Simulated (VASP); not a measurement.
GaO: relaxation of cell and atoms with PBE

The system is GaO.

```
Ga O
1.0
     3.43270    0.00000    0.00000
    -1.71635    2.97281    0.00000
     0.00000    0.00000    6.78068
Ga O
2 2
Direct
  0.33333 0.66667 0.25000
  0.66667 0.33333 0.75000
  0.33333 0.66667 0.75000
  0.66667 0.33333 0.25000
```

- Program: VASP 6.6.1
- Task: relaxation of cell and atoms
- Functional: PBE
- Potentials or basis: VASP PAW PBE potentials, release 64 (Ga_d, O)
- Cutoff: 600 eV
- k mesh: 6 × 6 × 4
- Occupations: gaussian, width 0.1 eV
- Spin: no spin polarisation
- Dipole correction: no
- Further INCAR settings: ALGO = Normal; EDIFF = 1e-06; IBRION = 2; EDIFFG = -0.04; NSW = 90; ISIF = 3

| Item | Value |
| --- | --- |
| Relaxed volume | 17.45 Å³/atom |
| Relaxed cell | a = 3.448 Å, b = 3.448 Å, c = 6.780 Å, α = 90.00°, β = 90.00°, γ = 120.00° |
| Space group after relaxing (to 0.05 Å) | P6_3/mmc (No. 194) |
| Energy gained by relaxing | 0.2 meV/atom |
| Ionic steps | 2 |
| Pressure after relaxing | -0.3 GPa |
| Band gap on the k mesh | zero (band 19 reaches 5.57 eV, above the bottom of band 20 at 0.78 eV) |

Stress tensor (GPa, compression positive):
```
-0.36  0.00  0.00
 0.00 -0.36  0.00
 0.00  0.00 -0.13
```

Step by step:
| step | energy change (eV) | largest force (eV/Å) | pressure (GPa) | volume (Å³) |
| --- | --- | --- | --- | --- |
| 1 | 0.0000 | 0.0000 | 0.56 | 69.20 |
| 2 | -0.0009 | 0.0000 | -0.28 | 69.80 |

Final structure:
```
Ga O
1.0
     3.44779    0.00000    0.00000
    -1.72390    2.98588    0.00000
     0.00000    0.00000    6.78048
Ga O
2 2
Direct
  0.33333 0.66667 0.25000
  0.66667 0.33333 0.75000
  0.33333 0.66667 0.75000
  0.66667 0.33333 0.25000
```

Levels at points of the mesh, in eV from the Fermi level:
```tsv
k point	band 17	band 18	band 19	band 20	band 21	band 22
(0.00, 0.00, 0.00)	-4.97	-4.60	-4.48	-2.71	1.66	5.43
(0.50, 0.00, 0.00)	-4.89	-4.30	-0.28	0.65	1.87	2.16
(0.00, 0.00, 0.50)	-5.02	-5.02	-3.19	-3.19	2.61	2.61
(0.50, 0.00, 0.50)	-4.51	-4.51	0.03	0.03	1.80	1.80
```

Run time: 43 s on 1 thread of Intel(R) Xeon(R) Platinum 8488C (Sapphire Rapids), on a shared host, peak memory 0.21 GiB.
